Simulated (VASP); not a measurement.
# CoSi4 (P-43m) in VASP: a series of runs

The runs below take CoSi4 through single point, relaxation of cell and atoms, with PBE.

Everything below comes from runs of VASP 6.6.1. Logs are shortened: lines on timing, memory, paths and dates and some standing lists are left out, and cuts for length are marked.

## 1. The cell of the first run

The structure is cubic, space group P-43m (No. 215). The conventional cell has a = 4.268 Å, b = 4.268 Å, c = 4.268 Å, α = 90.00°, β = 90.00°, γ = 90.00°. Co (site symmetry -43m) has 4 Si at 1.85 Å within 2.5 Å. Si (site symmetry 3m) has 1 Co at 1.85 Å within 2.5 Å.

The cell was generated, and may not be a known phase.

## 2. Single point, PBE, collinear spin, ferromagnetic start

File INCAR:

```
SYSTEM = CoSi4
ALGO = Normal ; EDIFF = 1E-6
ENCUT = 520 ; GGA = PE
ISIF = 2 ; ISMEAR = 0
ISPIN = 2 ; LASPH = .True.
LCHARG = .False. ; LMAXMIX = 4
LORBIT = 11 ; LREAL = .False.
LWAVE = .False. ; MAGMOM = 3 0 0 0 0
NBANDS = 24 ; NELM = 150
PREC = Accurate ; SIGMA = 0.1
```

File KPOINTS:

```
k-points
0
Gamma
  4 4 4
  0 0 0
```

File POSCAR:

```
CoSi4
1.0
    4.2684656200      0.0000000000      0.0000000000
    0.0000000000      4.2684656200      0.0000000000
    0.0000000000      0.0000000000      4.2684656200
Co Si
1 4
Direct
    0.0000000000      0.0000000000      0.0000000000
    0.2500000000      0.2500000000      0.2500000000
    0.7500000000      0.7500000000      0.2500000000
    0.2500000000      0.7500000000      0.7500000000
    0.7500000000      0.2500000000      0.7500000000
```

Potentials or basis: VASP PAW PBE potentials, release 64 (Co, Si).

The run is started by

```
cat potpaw_PBE.64/Co/POTCAR potpaw_PBE.64/Si/POTCAR > POTCAR
mpirun -np 1 vasp_std > vasp.out
```

OUTCAR:

```text
SYSTEM = CoSi4
   EDIFF = 1E-6
   ENCUT = 520
   GGA = PE
   ISIF = 2
   ISMEAR = 0
   ISPIN = 2
   LASPH = .True.
   LORBIT = 11
   LREAL = .False.
   NELM = 150
   PREC = Accurate

 ion  position               nearest neighbor table
   1  0.000  0.000  0.000-   2 1.85   3 1.85   4 1.85   5 1.85
   2  0.250  0.250  0.250-   1 1.85   3 3.02   4 3.02   5 3.02   4 3.02   5 3.02   3 3.02   4 3.02
                             4 3.02   3 3.02   5 3.02   5 3.02   3 3.02
   3  0.750  0.750  0.250-   1 1.85   2 3.02   4 3.02   5 3.02   4 3.02   5 3.02   2 3.02   5 3.02
                             5 3.02   2 3.02   4 3.02   4 3.02   2 3.02
   4  0.250  0.750  0.750-   1 1.85   2 3.02   3 3.02   5 3.02   2 3.02   3 3.02   2 3.02   5 3.02
                             2 3.02   3 3.02   5 3.02   3 3.02   5 3.02
   5  0.750  0.250  0.750-   1 1.85   2 3.02   3 3.02   4 3.02   2 3.02   3 3.02   3 3.02   4 3.02
                             3 3.02   2 3.02   4 3.02   2 3.02   4 3.02

  LATTYP: Found a simple cubic cell.
 ALAT       =     4.2684656200

  Lattice vectors:

 A1 = (   4.2684656200,   0.0000000000,   0.0000000000)
 A2 = (   0.0000000000,   4.2684656200,   0.0000000000)
 A3 = (   0.0000000000,   0.0000000000,   4.2684656200)

Analysis of symmetry for initial positions (statically):
=====================================================================
 Subroutine PRICEL returns:
 Original cell was already a primitive cell.

 Routine SETGRP: Setting up the symmetry group for a
 simple cubic supercell.

 Subroutine GETGRP returns: Found 24 space group operations
 (whereof 24 operations were pure point group operations)
 out of a pool of 48 trial point group operations.

The static configuration has the point symmetry T_d .

Analysis of symmetry for dynamics (positions and initial velocities):
=====================================================================
 Subroutine PRICEL returns:
 Original cell was already a primitive cell.

 Routine SETGRP: Setting up the symmetry group for a
 simple cubic supercell.

 Subroutine GETGRP returns: Found 24 space group operations
 (whereof 24 operations were pure point group operations)
 out of a pool of 48 trial point group operations.

The dynamic configuration has the point symmetry T_d .

Analysis of structural, dynamic, and magnetic symmetry:
=====================================================================
 Subroutine PRICEL returns:
 Original cell was already a primitive cell.

 Routine SETGRP: Setting up the symmetry group for a
 simple cubic supercell.

 Subroutine GETGRP returns: Found 24 space group operations
 (whereof 24 operations were pure point group operations)
 out of a pool of 48 trial point group operations.

The overall configuration has the point symmetry T_d .

 Subroutine INISYM returns: Found 24 space group operations
 (whereof 24 operations are pure point group operations),
 and found     1 'primitive' translations

----------------------------------------------------------------------------------------

                                     Primitive cell

  volume of cell :      77.7706

  direct lattice vectors                    reciprocal lattice vectors
     4.268465620  0.000000000  0.000000000     0.234276222  0.000000000  0.000000000
     0.000000000  4.268465620  0.000000000     0.000000000  0.234276222  0.000000000
     0.000000000  0.000000000  4.268465620     0.000000000  0.000000000  0.234276222

  length of vectors
     4.268465620  4.268465620  4.268465620     0.234276222  0.234276222  0.234276222

  position of ions in fractional coordinates (direct lattice)
     0.000000000  0.000000000  0.000000000
     0.250000000  0.250000000  0.250000000
     0.750000000  0.750000000  0.250000000
     0.250000000  0.750000000  0.750000000
     0.750000000  0.250000000  0.750000000

  ion indices of the primitive-cell ions
   primitive index   ion index
                 1           1
                 2           2
                 3           3
                 4           4
                 5           5
[... 30 lines left out ...]
  0.250000  0.000000  0.000000      6.000000
  0.500000  0.000000  0.000000      3.000000
  0.250000  0.250000  0.000000     12.000000
  0.500000  0.250000  0.000000     12.000000
  0.500000  0.500000  0.000000      3.000000
  0.250000  0.250000  0.250000      8.000000
  0.500000  0.250000  0.250000     12.000000
  0.500000  0.500000  0.250000      6.000000
  0.500000  0.500000  0.500000      1.000000
   k-points           NKPTS =     10   k-points in BZ     NKDIM =     10   number of bands    NBANDS=     24
   number of dos      NEDOS =    301   number of ions     NIONS =      5
   total plane-waves  NPLWV =  32768
   dimension x,y,z NGX =    32 NGY =   32 NGZ =   32
   dimension x,y,z NGXF=    64 NGYF=   64 NGZF=   64
   ions per type =               1   4
   NGX,Y,Z   is equivalent  to a cutoff of  12.46, 12.46, 12.46 a.u.
   NGXF,Y,Z  is equivalent  to a cutoff of  24.93, 24.93, 24.93 a.u.
 SYSTEM =  CoSi4
   PREC   = accura    normal or accurate (medium, high low for compatibility)
   ISTART =      0    job   : 0-new  1-cont  2-samecut
   ICHARG =      2    charge: 1-file 2-atom 10-const
   ISPIN  =      2    spin polarized calculation?
   LNONCOLLINEAR =      F non collinear calculations
   LSORBIT =      F    spin-orbit coupling
   LASPH  =      T    aspherical Exc in radial PAW
   ENCUT  =  520.0 eV  38.22 Ry    6.18 a.u.   7.94  7.94  7.94*2*pi/ulx,y,z
   NELM   =    150;   NELMIN=  2; NELMDL= -5     # of ELM steps
   EDIFF  = 0.1E-05   stopping-criterion for ELM
   LREAL  =      F    real-space projection
   EDIFFG = 0.1E-04   stopping-criterion for IOM
   NSW    =      0    number of steps for IOM
   IBRION =     -1    ionic relax: 0-MD 1-quasi-New 2-CG
   NFREE  =      0    steps in history (QN), initial steepest desc. (CG)
   ISIF   =      2    stress and relaxation
   ISYM   =      2    0-nonsym 1-usesym 2-fastsym
   POTIM  = 0.5000    time-step for ionic-motion
   TEBEG  =    0.0;   TEEND  =   0.0 temperature during run
   PSTRESS=    0.0 pullay stress
   NELECT =      25.0000    total number of electrons
   NUPDOWN=      -1.0000    fix difference up-down
   EMIN   =  10.00;   EMAX   =-10.00  energy-range for DOS
   EFERMI =   0.00;   METHOD = LEGACY
   ISMEAR =     0;   SIGMA  =   0.10  broadening in eV -4-tet -1-fermi 0-gaus
   EFERMI_NEDOS =   21; number of points for ismear=-14 and -15
   IALGO  =     38    algorithm
   IMIX   =      4    mixing-type and parameters
     AMIX     =   0.40;   BMIX     =  1.00
     AMIX_MAG =   1.60;   BMIX_MAG =  1.00
  volume/ion in A,a.u.               =      15.55       104.96
  Fermi-wavevector in a.u.,A,eV,Ry     =   1.121458  2.119248 17.111615  1.257668
  Thomas-Fermi vector in A             =   2.258112
   LORBIT       =     11    0 simple, 1 ext, 2 COOP (PROOUT), +10 PAW based schemes
   GGA     = PE    functional components
   LHFCALC =     F    Hartree Fock is set to
   AEXX    =    0.0000 exact exchange contribution
   IVDW    =     0    specifies the selected vdW correction
   LEPSILON=     F    determine dielectric tensor
   LRPA    =     F    only Hartree local field effects (RPA)
 spin polarized calculation
 Gauss-broadening in eV      SIGMA  =   0.10
  energy-cutoff  :      520.00
  volume of cell :       77.77
 maximum number of plane-waves:      2176
 NGX is ok and might be reduce to    32
   NGX = 15   NGY = 15   NGZ = 15

 number of electron      24.9999998 magnetization       0.0019612

 number of electron      24.9999998 magnetization      -0.0000563

 Free energy of the ion-electron system (eV)
  ---------------------------------------------------
  ext. energy  EPLUGINS =         0.00000000
  ---------------------------------------------------
  free energy    TOTEN  =       -22.12109018 eV

  energy without entropy =      -22.10715080  energy(sigma->0) =      -22.11412049

 E-fermi :   8.3445     XC(G=0): -10.8123

 val. band max:        8.2809417205   @ k =   0.2500   0.0000   0.0000
 cond. band min:       8.3577357177   @ k =   0.2500   0.2500   0.0000
 fundamental gap:      0.0767939972
 Fermi energy:         8.3444612780

 spin component 1

 k-point     1 :       0.0000    0.0000    0.0000
  band No.  band energies     occupation
      1      -4.0519      1.00000
      2       2.7310      1.00000
      3       2.7310      1.00000
      4       2.7546      1.00000
      5       2.7546      1.00000
      6       2.7546      1.00000
[... 259 lines left out ...]
     23      18.0413      0.00000
     24      18.0424      0.00000
 Fermi energy:         8.3444612780

 spin component 2

 k-point     1 :       0.0000    0.0000    0.0000
  band No.  band energies     occupation
      1      -4.0519      1.00000
      2       2.7311      1.00000
      3       2.7311      1.00000
      4       2.7545      1.00000
      5       2.7545      1.00000
      6       2.7545      1.00000
[... 259 lines left out ...]
     23      18.0443      0.00000
     24      18.0452      0.00000

------------------------ aborting loop because EDIFF is reached ----------------------------------------

  FORCE on cell =-STRESS in cart. coord.  units (eV):
  Direction    XX          YY          ZZ          XY          YZ          ZX
  --------------------------------------------------------------------------------------
  -------------------------------------------------------------------------------------
  Total       14.2009996     14.2009996     14.2009996     -0.0000000      0.0000000     -0.0000000
  in kB      292.5594525    292.5594525    292.5594525     -0.0000000      0.0000000     -0.0000000
  external PRESSURE =     292.5594525 kB  Pullay stress =       0.0000000 kB

 VOLUME and BASIS-vectors are now :
 -----------------------------------------------------------------------------
  energy-cutoff  :      520.00
  volume of cell :       77.77
      direct lattice vectors                 reciprocal lattice vectors
     4.268465620  0.000000000  0.000000000     0.234276222  0.000000000  0.000000000
     0.000000000  4.268465620  0.000000000     0.000000000  0.234276222  0.000000000
     0.000000000  0.000000000  4.268465620     0.000000000  0.000000000  0.234276222

 POSITION                                       TOTAL-FORCE (eV/Angst)
 -----------------------------------------------------------------------------------
      0.00000      0.00000      0.00000        -0.000000     -0.000000      0.000000
      1.06712      1.06712      1.06712         4.540017      4.540017      4.540017
      3.20135      3.20135      1.06712        -4.540017     -4.540017      4.540017
      1.06712      3.20135      3.20135         4.540017     -4.540017     -4.540017
      3.20135      1.06712      3.20135        -4.540017      4.540017     -4.540017
 -----------------------------------------------------------------------------------
    total drift:                               -0.000000      0.000000      0.000000

  FREE ENERGIE OF THE ION-ELECTRON SYSTEM (eV)
  ---------------------------------------------------
  free  energy   TOTEN  =       -22.1210901753 eV

  energy  without entropy=      -22.1071507957  energy(sigma->0) =      -22.11412049

 total charge

# of ion       s       p       d       tot
------------------------------------------
    1        0.779   0.918   8.144   9.841
    2        0.892   0.737   0.000   1.629
    3        0.892   0.737   0.000   1.629
    4        0.892   0.737   0.000   1.629
    5        0.892   0.737   0.000   1.629
--------------------------------------------------
tot          4.346   3.866   8.144  16.357

 magnetization (x)

# of ion       s       p       d       tot
------------------------------------------
    1        0.000  -0.000   0.000   0.000
    2       -0.000  -0.000   0.000  -0.000
    3       -0.000  -0.000   0.000  -0.000
    4       -0.000  -0.000   0.000  -0.000
    5       -0.000  -0.000   0.000  -0.000
--------------------------------------------------
tot         -0.000  -0.000   0.000  -0.000
```

It took 46 s on 1 thread of Intel Xeon 8259CL, shared host; peak memory 0.21 GiB.

What came out:

```
Free energy                                           : -22.1211 eV
Pressure                                              : 29.3 GPa
Net moment                                            : 0.00 μB per cell
Valence electrons inside the program's atomic spheres : Co 9.84; Si 1.63
```

Levels at points of the mesh, in eV from the Fermi level:
Spin up:
| k point | band 11 | band 12 | band 13 | band 14 | band 15 | band 16 |
| --- | --- | --- | --- | --- | --- | --- |
| (0.00, 0.00, 0.00) | -1.05 | -1.05 | 1.95 | 1.95 | 1.95 | 2.19 |
| (0.50, 0.00, 0.00) | -2.26 | -1.64 | -0.74 | -0.74 | 0.73 | 3.66 |
| (0.50, 0.50, 0.00) | -0.67 | -0.67 | -0.39 | 0.56 | 1.05 | 1.05 |
| (0.50, 0.50, 0.50) | -2.56 | -2.56 | -2.56 | 5.96 | 5.96 | 5.96 |
Spin down:
```csv
k point,band 10,band 11,band 12,band 13,band 14,band 15,band 16,band 17
"(0.00, 0.00, 0.00)",-3.13,-1.05,-1.05,1.95,1.95,1.95,2.19,2.19
"(0.50, 0.00, 0.00)",-2.26,-2.26,-1.64,-0.74,-0.74,0.73,3.66,3.66
"(0.50, 0.50, 0.00)",-1.13,-0.67,-0.67,-0.39,0.56,1.05,1.05,1.35
"(0.50, 0.50, 0.50)",-3.15,-2.56,-2.56,-2.56,5.96,5.96,5.96,6.70
```

Caveat: the k points lie up to 0.37 Å⁻¹ apart; the moments typed at the start vanished in this run.

## 3. Single point, PBE, collinear spin, ferromagnetic start

This run uses another cell than the first one, of 15.90 Å³/atom.

File INCAR:

```
PREC     = Accurate       # precision mode
ENCUT    = 520            # plane-wave cutoff, eV
EDIFF    = 1E-7           # SCF threshold, eV
ISMEAR   = 0              # smearing method
SIGMA    = 0.1            # smearing width, eV
LREAL    = F              # projectors in reciprocal space
LASPH    = T              # aspherical terms in the spheres
NELM     = 150            # most SCF steps
ALGO     = Normal         # electronic algorithm
ISIF     = 2              # what is computed and relaxed
LWAVE    = F              # write WAVECAR
LCHARG   = F              # write CHGCAR
ISPIN    = 2              # spin polarisation
MAGMOM   = 3 0 0 0 0      # initial moments
LORBIT   = 11             # projections on sites
LMAXMIX  = 4              # l up to which the mixer works
GGA      = PE             # functional
NBANDS   = 24             # bands
```

File KPOINTS:

```
regular mesh
0
Gamma
  4 4 4
```

File POSCAR:

```
CoSi4
1.0
    4.2999515896      0.0000000000      0.0000000000
    0.0000000000      4.2999515896      0.0000000000
    0.0000000000      0.0000000000      4.2999515896
Co Si
1 4
Direct
    0.0000000000      0.0000000000      0.0000000000
    0.2897632193      0.2897632193      0.2897632193
    0.7102367807      0.7102367807      0.2897632193
    0.2897632193      0.7102367807      0.7102367807
    0.7102367807      0.2897632193      0.7102367807
```

Potentials or basis: VASP PAW PBE potentials, release 64 (Co, Si).

The run is started by

```
cat potpaw_PBE.64/Co/POTCAR potpaw_PBE.64/Si/POTCAR > POTCAR
mpirun -np 1 vasp_std > vasp.out
```

Wall time 57 s (1 thread of Intel Xeon 8259CL, shared host); peak memory 0.21 GiB.

Results (log left out):

```yaml
Free_energy: -26.3018 eV
Pressure: 0.0 GPa
Largest_force: 0.010 eV/Å
Net_moment: 0.00 μB per cell
Valence_electrons_inside_the_program's_atomic_spheres: Co 8.64; Si 1.57
```

Forces in eV/Å, atoms in the order of the input:
```
Co   0.000  0.000  0.000
Si   0.006  0.006  0.006
Si  -0.006 -0.006  0.006
Si   0.006 -0.006 -0.006
Si  -0.006  0.006 -0.006
```

Levels at points of the mesh, in eV from the Fermi level:
Spin up:
```
           k point  band 10  band 11  band 12  band 13  band 14  band 15
(0.00, 0.00, 0.00)    -2.14    -0.84    -0.84     1.36     1.36     1.36
(0.50, 0.00, 0.00)    -1.78    -1.78    -1.38    -1.13    -1.13     1.30
(0.50, 0.50, 0.00)    -1.58    -1.01    -0.48    -0.48     0.43     1.25
(0.50, 0.50, 0.50)    -1.54    -1.52    -1.52    -1.52     4.76     4.76
```
Spin down:
```
           k point  band 9  band 10  band 11  band 12  band 13  band 14  band 15  band 16
(0.00, 0.00, 0.00)   -2.14    -2.14    -0.84    -0.84     1.36     1.36     1.36     2.49
(0.50, 0.00, 0.00)   -2.15    -1.78    -1.78    -1.38    -1.13    -1.13     1.30     3.21
(0.50, 0.50, 0.00)   -1.79    -1.58    -1.01    -0.48    -0.48     0.43     1.25     1.25
(0.50, 0.50, 0.50)   -1.54    -1.54    -1.52    -1.52    -1.52     4.76     4.76     6.22
```

Caveat: the k points lie up to 0.37 Å⁻¹ apart; the moments typed at the start vanished in this run.

[end of part 1 of 2]
